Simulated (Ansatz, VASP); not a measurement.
## One calculation of Fe, two programs

```
Fe
1.0
     0.00000    1.74490    1.74490
     1.74490    0.00000    1.74490
     1.74490    1.74490    0.00000
Fe
1
Direct
  0.00000 0.00000 0.00000
```

Alike in both runs: task single point; functional PBE; k mesh 17 × 17 × 17; occupations fermi-dirac, width 0.05 eV; collinear spin.

```csv
,VASP,Ansatz
version,VASP 6.6.1,Ansatz 0.2.0
potentials or method,"VASP PAW PBE potentials, release 64 (Fe), cutoff 520 eV","plane waves (420 eV) with PAW, scalar-relativistic"
valence electrons in the cell,8,16
```

|  | VASP | Ansatz | Ansatz less VASP |
| --- | --- | --- | --- |
| pressure (GPa) | -2.0 | -1.7 | +0.30 |
| net moment per atom (μB) | 1.04 | 1.01 | -0.027 |
| size of the moment on the site where the two differ most (μB) | 1.03 | 1.02 | -0.005 |

Site moments also hang on the region over which each program counts them. VASP's potentials hold 8 valence electrons a cell and Ansatz's 16, so a difference there can come from the potentials and not from the codes.
